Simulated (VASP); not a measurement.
A run of VASP 6.6.1 is set up as follows.

File INCAR:

```
PREC = Accurate
ENCUT = 520
EDIFF = 1E-7
ISMEAR = -1
SIGMA = 0.05
LREAL = F
LASPH = T
NELM = 100
ALGO = Normal
ISIF = 2
LWAVE = F
LCHARG = F
LDIPOL = T
IDIPOL = 3
DIPOL = 0.5 0.5 0.500
GGA = PE
NBANDS = 42
```

Contents of KPOINTS:

```
regular mesh
0
Gamma
  10 10 1
```

POSCAR

```
WS3
1.0
    3.1832085601      0.0000000000      0.0000000000
   -1.5916042801      2.7567394787      0.0000000000
    0.0000000000      0.0000000000     52.7193037228
S W
6 2
Direct
    0.6666666700      0.3333333400      0.1422628804
    0.3333333300      0.6666666600      0.4087789282
    0.3333333300      0.6666666600      0.4679256052
    0.6666666700      0.3333333400      0.5320743948
    0.6666666700      0.3333333400      0.5912210718
    0.3333333300      0.6666666600      0.8577371196
    0.6666666700      0.3333333400      0.4383501656
    0.3333333300      0.6666666600      0.5616498344
```

Potentials or basis: VASP PAW PBE potentials, release 64 (S, W_sv).

Run with:

```bash
$ cat potpaw_PBE.64/S/POTCAR potpaw_PBE.64/W_sv/POTCAR > POTCAR
$ mpirun -np 1 vasp_std > vasp.out
```

Task: Estimate the band gap on the k mesh.

Result: Zero (bands 32 and 33 overlap by 1.84 eV).

Task: Estimate the largest force.

Result: 0.273 eV/Å.

Forces on the atoms (eV/Å):
```
S    0.000  0.000  0.000
S    0.000  0.000 -0.273
S    0.000  0.000  0.215
S    0.000  0.000 -0.215
S    0.000  0.000  0.273
S    0.000  0.000  0.000
W    0.000  0.000  0.003
W    0.000  0.000 -0.003
```

Caveat: spin-orbit coupling is left out, which moves the levels of the heavy elements.
